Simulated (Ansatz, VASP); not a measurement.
## Two plane-wave programs on Sn

Contents of INCAR:

```
SYSTEM = Sn
PREC = Accurate ; ENCUT = 520
EDIFF = 1E-6 ; ISMEAR = -1
SIGMA = 0.1 ; LREAL = .FALSE.
LASPH = .TRUE. ; NELM = 60
ALGO = Normal ; ISIF = 2
LWAVE = .FALSE. ; LCHARG = .TRUE.
GGA = PE ; IVDW = 13
LELF = .TRUE. ; LVHAR = .TRUE.
NBANDS = 21
```

File KPOINTS:

```
Automatic mesh
0
G
  10 10 10
  0 0 0
```

File POSCAR:

```
Sn
1.0
   -2.8667841859      2.8667841859      1.5649465809
    2.8667841859     -2.8667841859      1.5649465809
    2.8667841859      2.8667841859     -1.5649465809
Sn
2
Direct
    0.0000000000      0.0000000000      0.0000000000
    0.7500000000      0.2500000000      0.5000000000
```

Input for Ansatz:

```yaml
crystal:
  lattice:
    - [-2.8667841859313548, 2.8667841859313548, 1.564946580926893]
    - [2.8667841859313548, -2.8667841859313548, 1.564946580926893]
    - [2.8667841859313548, 2.8667841859313548, -1.564946580926893]
  atoms:
    - { symbol: Sn, position: [0.0, 0.0, 0.0] }
    - { symbol: Sn, position: [0.75, 0.25, 0.5] }
basis:
  ecutwfc: 500.0
kpoints:
  mp_grid:
    grid: [10, 10, 10]
hamiltonian:
  xc: pbe
  dispersion: d4
scf:
  occupations:
    method: fermi_dirac
    width: 0.1
output:
  stress: true
```

Alike in both runs: task single point; functional PBE; dispersion D4; k mesh 10 × 10 × 10; occupations fermi-dirac, width 0.1 eV; no spin polarisation.

```csv
,VASP,Ansatz
version,VASP 6.6.1,Ansatz 0.2.0
potentials or method,"VASP PAW PBE potentials, release 64 (Sn_d), cutoff 520 eV","plane waves, PAW"
valence electrons in the cell,28,28
```

|  | VASP | Ansatz | Ansatz less VASP |
| --- | --- | --- | --- |
| pressure (GPa) | 3.4 | 3.5 | +0.08 |
| traceless stress, the component that is largest in VASP (GPa) | -0.78 | -0.78 | -0.002 |
